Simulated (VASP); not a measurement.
# Br (R-3) in VASP: single point with PBEsol

Aim: the single point of Br with PBEsol.

Program: VASP 6.6.1. These are calculated values, not measurements. Logs are shortened: lines on timing, memory, paths and dates and some standing lists are left out, and cuts for length are marked.

## (1) The cell of the first run

It takes space group R-3 (No. 148, trigonal). The conventional cell has a = 12.167 Å, b = 12.167 Å, c = 4.510 Å, α = 90.00°, β = 90.00°, γ = 120.00°. Br (site symmetry 1) has 3 Br at 2.39 to 3.15 Å within 3.2 Å.

## (2) Single point, PBEsol

Contents of INCAR:

```
SYSTEM = Br
ALGO = Normal
EDIFF = 1E-7
ENCUT = 520
GGA = PS
ISIF = 2
ISMEAR = 0
LASPH = .True.
LCHARG = .True.
LELF = .True.
LREAL = .False.
LVHAR = .True.
LWAVE = .False.
NBANDS = 30
NELM = 60
PREC = Accurate
SIGMA = 0.02
```

Contents of KPOINTS:

```
k-points
0
Gamma
  6 6 6
  0 0 0
```

Contents of POSCAR:

```
Br
1.0
    6.0835624756      3.5123464329      1.5034044739
   -6.0835624756      3.5123464329      1.5034044739
    0.0000000000     -7.0246928659      1.5034044737
Br
6
Direct
    0.3468271478      0.2718992500      0.9337522748
    0.9337522748      0.3468271478      0.2718992500
    0.2718992500      0.9337522748      0.3468271478
    0.6531728522      0.7281007500      0.0662477252
    0.0662477252      0.6531728522      0.7281007500
    0.7281007500      0.0662477252      0.6531728522
```

Potentials or basis: VASP PAW PBE potentials, release 64 (Br).

Started as:

```sh
$ cat potpaw_PBE.64/Br/POTCAR > POTCAR
$ mpirun -np 1 vasp_std > vasp.out
```

OUTCAR:

```text
SYSTEM = Br
   EDIFF = 1E-7
   ENCUT = 520
   GGA = PS
   ISIF = 2
   ISMEAR = 0
   LASPH = .True.
   LREAL = .False.
   NELM = 60
   PREC = Accurate

 ion  position               nearest neighbor table
   1  0.347  0.272  0.934-   4 2.39
   2  0.934  0.347  0.272-   5 2.39
   3  0.272  0.934  0.347-   6 2.39
   4  0.653  0.728  0.066-   1 2.39
   5  0.066  0.653  0.728-   2 2.39
   6  0.728  0.066  0.653-   3 2.39

  LATTYP: Found a trigonal (rhomboedric) cell.
 ALAT       =     7.1837688487
 COS(alpha) =    -0.4343041046

  Lattice vectors:

 A1 = (   6.0835624756,   3.5123464329,   1.5034044739)
 A2 = (  -6.0835624756,   3.5123464329,   1.5034044739)
 A3 = (   0.0000000000,  -7.0246928659,   1.5034044737)

Analysis of symmetry for initial positions (statically):
=====================================================================
 Subroutine PRICEL returns:
 Original cell was already a primitive cell.

 Routine SETGRP: Setting up the symmetry group for a
 trigonal (rhombohedral) supercell.

 Subroutine GETGRP returns: Found  6 space group operations
 (whereof  6 operations were pure point group operations)
 out of a pool of 12 trial point group operations.

The static configuration has the point symmetry S_6 .

Analysis of symmetry for dynamics (positions and initial velocities):
=====================================================================
 Subroutine PRICEL returns:
 Original cell was already a primitive cell.

 Routine SETGRP: Setting up the symmetry group for a
 trigonal (rhombohedral) supercell.

 Subroutine GETGRP returns: Found  6 space group operations
 (whereof  6 operations were pure point group operations)
 out of a pool of 12 trial point group operations.

The dynamic configuration has the point symmetry S_6 .

 Subroutine INISYM returns: Found  6 space group operations
 (whereof  6 operations are pure point group operations),
 and found     1 'primitive' translations

----------------------------------------------------------------------------------------

                                     Primitive cell

  volume of cell :     192.7447

  direct lattice vectors                    reciprocal lattice vectors
     6.083562476  3.512346433  1.503404474     0.082188685  0.047451659  0.221718998
    -6.083562476  3.512346433  1.503404474    -0.082188685  0.047451659  0.221718998
     0.000000000 -7.024692866  1.503404474     0.000000000 -0.094903319  0.221718998

  length of vectors
     7.183768849  7.183768849  7.183768849     0.241176189  0.241176189  0.241176189

  position of ions in fractional coordinates (direct lattice)
     0.346827148  0.271899250  0.933752275
     0.933752275  0.346827148  0.271899250
     0.271899250  0.933752275  0.346827148
     0.653172852  0.728100750  0.066247725
     0.066247725  0.653172852  0.728100750
     0.728100750  0.066247725  0.653172852

  ion indices of the primitive-cell ions
   primitive index   ion index
                 1           1
                 2           2
                 3           3
                 4           4
                 5           5
                 6           6

----------------------------------------------------------------------------------------

 KPOINTS: k-points

Automatic generation of k-mesh.
 Grid dimensions read from file:
 generate k-points for:    6    6    6

 Generating k-lattice:

  Cartesian coordinates                     Fractional coordinates (reciprocal lattice)
     0.013698114  0.007908610  0.036953166     0.166666667 -0.000000000 -0.000000000
    -0.013698114  0.007908610  0.036953166    -0.000000000  0.166666667 -0.000000000
     0.000000000 -0.015817220  0.036953166    -0.000000000 -0.000000000  0.166666667

  Length of vectors
     0.040196031  0.040196031  0.040196031

  Shift w.r.t. Gamma in fractional coordinates (k-lattice)
     0.000000000  0.000000000  0.000000000

 Subroutine IBZKPT returns following result:
 ===========================================

 Found     40 irreducible k-points:

 Following reciprocal coordinates:
            Coordinates               Weight
  0.000000  0.000000  0.000000      1.000000
  0.166667 -0.000000  0.000000      6.000000
  0.333333  0.000000  0.000000      6.000000
  0.500000  0.000000  0.000000      3.000000
  0.166667  0.166667  0.000000      6.000000
  0.333333  0.166667  0.000000      6.000000
[... 16 lines left out ...]
  0.333333  0.333333  0.166667      6.000000
  0.500000  0.333333  0.166667      6.000000
 [... further k-points ...]
   k-points           NKPTS =     40   k-points in BZ     NKDIM =     40   number of bands    NBANDS=     30
   number of dos      NEDOS =    301   number of ions     NIONS =      6
   total plane-waves  NPLWV = 157464
   dimension x,y,z NGX =    54 NGY =   54 NGZ =   54
   dimension x,y,z NGXF=   108 NGYF=  108 NGZF=  108
   ions per type =               6
   NGX,Y,Z   is equivalent  to a cutoff of  12.50, 12.50, 12.50 a.u.
   NGXF,Y,Z  is equivalent  to a cutoff of  24.99, 24.99, 24.99 a.u.
 SYSTEM =  Br
   PREC   = accura    normal or accurate (medium, high low for compatibility)
   ISTART =      0    job   : 0-new  1-cont  2-samecut
   ICHARG =      2    charge: 1-file 2-atom 10-const
   ISPIN  =      1    spin polarized calculation?
   LNONCOLLINEAR =      F non collinear calculations
   LSORBIT =      F    spin-orbit coupling
   LASPH  =      T    aspherical Exc in radial PAW
   ENCUT  =  520.0 eV  38.22 Ry    6.18 a.u.  13.36 13.36 13.36*2*pi/ulx,y,z
   NELM   =     60;   NELMIN=  2; NELMDL= -5     # of ELM steps
   EDIFF  = 0.1E-06   stopping-criterion for ELM
   LREAL  =      F    real-space projection
   EDIFFG = 0.1E-05   stopping-criterion for IOM
   NSW    =      0    number of steps for IOM
   IBRION =     -1    ionic relax: 0-MD 1-quasi-New 2-CG
   NFREE  =      0    steps in history (QN), initial steepest desc. (CG)
   ISIF   =      2    stress and relaxation
   ISYM   =      2    0-nonsym 1-usesym 2-fastsym
   POTIM  = 0.5000    time-step for ionic-motion
   TEBEG  =    0.0;   TEEND  =   0.0 temperature during run
   PSTRESS=    0.0 pullay stress
   NELECT =      42.0000    total number of electrons
   NUPDOWN=      -1.0000    fix difference up-down
   EMIN   =  10.00;   EMAX   =-10.00  energy-range for DOS
   EFERMI =   0.00;   METHOD = LEGACY
   ISMEAR =     0;   SIGMA  =   0.02  broadening in eV -4-tet -1-fermi 0-gaus
   EFERMI_NEDOS =   21; number of points for ismear=-14 and -15
   IALGO  =     38    algorithm
   IMIX   =      4    mixing-type and parameters
     AMIX     =   0.40;   BMIX     =  1.00
     AMIX_MAG =   1.60;   BMIX_MAG =  1.00
  volume/ion in A,a.u.               =      32.12       216.78
  Fermi-wavevector in a.u.,A,eV,Ry     =   0.985138  1.861641 13.204415  0.970497
  Thomas-Fermi vector in A             =   2.116423
   LORBIT       =      0    0 simple, 1 ext, 2 COOP (PROOUT), +10 PAW based schemes
   GGA     = PS    functional components
   LHFCALC =     F    Hartree Fock is set to
   AEXX    =    0.0000 exact exchange contribution
   IVDW    =     0    specifies the selected vdW correction
   LEPSILON=     F    determine dielectric tensor
   LRPA    =     F    only Hartree local field effects (RPA)
 non-spin polarized calculation
 Gauss-broadening in eV      SIGMA  =   0.02
  energy-cutoff  :      520.00
  volume of cell :      192.74
 maximum number of plane-waves:      5216
 NGX is ok and might be reduce to    54
   NGX = 27   NGY = 27   NGZ = 27

 number of electron      42.0000000 magnetization

 Free energy of the ion-electron system (eV)
  ---------------------------------------------------
  ext. energy  EPLUGINS =         0.00000000
  ---------------------------------------------------
  free energy    TOTEN  =       -10.46208537 eV

  energy without entropy =      -10.46208537  energy(sigma->0) =      -10.46208537

 E-fermi :   0.6522     XC(G=0):  -8.2592

 val. band max:        0.5116357721   @ k =   0.5000   0.5000   0.5000
 cond. band min:       1.2788241475   @ k =   0.3333   0.1667   0.1667
 fundamental gap:      0.7671883755
 Fermi energy:         0.6522245554

 k-point     1 :       0.0000    0.0000    0.0000
  band No.  band energies     occupation
      1     -15.8368      2.00000
      2     -15.1211      2.00000
      3     -15.1211      2.00000
      4     -13.1481      2.00000
      5     -13.1481      2.00000
      6     -12.6699      2.00000
[... 22 lines left out ...]
     29       8.5386      0.00000
     30       8.5390      0.00000

 k-point     2 :       0.1667   -0.0000    0.0000
  band No.  band energies     occupation
      1     -15.7494      2.00000
      2     -15.1687      2.00000
      3     -15.1164      2.00000
      4     -13.1809      2.00000
      5     -13.0510      2.00000
      6     -12.7689      2.00000
[... 22 lines left out ...]
     29       8.3076      0.00000
     30       9.0364      0.00000

 k-point     3 :       0.3333    0.0000    0.0000
  band No.  band energies     occupation
      1     -15.5252      2.00000
      2     -15.2537      2.00000
      3     -15.1407      2.00000
      4     -13.2688      2.00000
      5     -12.9648      2.00000
      6     -12.8603      2.00000
[... 22 lines left out ...]
     29       8.5817      0.00000
     30       9.0101      0.00000

 k-point     4 :       0.5000    0.0000    0.0000
  band No.  band energies     occupation
      1     -15.2938      2.00000
      2     -15.2920      2.00000
      3     -15.2630      2.00000
      4     -13.3328      2.00000
      5     -13.0496      2.00000
      6     -12.7700      2.00000
[... 616 lines left out ...]
     29       8.1615      0.00000
     30       8.9381      0.00000

 k-point    23 :       0.3333    0.3333    0.1667
  band No.  band energies     occupation
      1     -15.5365      2.00000
      2     -15.4507      2.00000
      3     -15.0804      2.00000
      4     -13.3761      2.00000
      5     -12.8009      2.00000
      6     -12.7785      2.00000
[... 22 lines left out ...]
     29       8.3124      0.00000
     30       8.8374      0.00000

 k-point    24 :       0.5000    0.3333    0.1667
  band No.  band energies     occupation
      1     -15.6170      2.00000
      2     -15.3944      2.00000
      3     -15.1637      2.00000
      4     -13.1173      2.00000
      5     -12.9480      2.00000
      6     -12.7964      2.00000
[... 22 lines left out ...]
     29       7.7747      0.00000
     30       8.3786      0.00000

 [... further k-points ...]

------------------------ aborting loop because EDIFF is reached ----------------------------------------

  FORCE on cell =-STRESS in cart. coord.  units (eV):
  Direction    XX          YY          ZZ          XY          YZ          ZX
  --------------------------------------------------------------------------------------
  -------------------------------------------------------------------------------------
  Total        0.0429414      0.0429414      0.0225727      0.0000016      0.0000000     -0.0000000
  in kB        0.3569477      0.3569477      0.1876341      0.0000133      0.0000000     -0.0000000
  external PRESSURE =       0.3005099 kB  Pullay stress =       0.0000000 kB

 VOLUME and BASIS-vectors are now :
 -----------------------------------------------------------------------------
  energy-cutoff  :      520.00
  volume of cell :      192.74
      direct lattice vectors                 reciprocal lattice vectors
     6.083562476  3.512346433  1.503404474     0.082188685  0.047451659  0.221718998
    -6.083562476  3.512346433  1.503404474    -0.082188685  0.047451659  0.221718998
     0.000000000 -7.024692866  1.503404474     0.000000000 -0.094903319  0.221718998

 POSITION                                       TOTAL-FORCE (eV/Angst)
 -----------------------------------------------------------------------------------
      0.45583     -4.38614      2.33400        -0.003500     -0.009536     -0.018233
      3.57060      2.58783      2.33400         0.010008      0.001736     -0.018233
     -4.02642      1.79831      2.33400        -0.006508      0.007799     -0.018233
     -0.45583      4.38614      2.17621         0.003500      0.009536      0.018233
     -3.57060     -2.58783      2.17621        -0.010008     -0.001736      0.018233
      4.02642     -1.79831      2.17621         0.006508     -0.007799      0.018233
 -----------------------------------------------------------------------------------
    total drift:                               -0.000000      0.000000     -0.000000

  FREE ENERGIE OF THE ION-ELECTRON SYSTEM (eV)
  ---------------------------------------------------
  free  energy   TOTEN  =       -10.4620853702 eV

  energy  without entropy=      -10.4620853702  energy(sigma->0) =      -10.46208537
```

It took 9.8 min on 1 thread of AMD EPYC 7R43 (Zen 3), shared host; peak memory 0.45 GiB.

Results:

```
Free energy            : -10.4621 eV
Pressure               : 0.0 GPa
Largest force          : 0.021 eV/Å
Band gap on the k mesh : 0.77 eV (least direct gap 1.03 eV)
```

Forces in eV/Å, atoms in the order of the input:
```
Br  -0.004 -0.010 -0.018
Br   0.010  0.002 -0.018
Br  -0.007  0.008 -0.018
Br   0.004  0.010  0.018
Br  -0.010 -0.002  0.018
Br   0.007 -0.008  0.018
```

Caveat: this functional lacks dispersion, which holds the molecules together, so the pressure and a relaxed volume are unreliable; the PAW data sets were made with another functional, which shifts forces and pressure a little. A k mesh can miss the band edges.
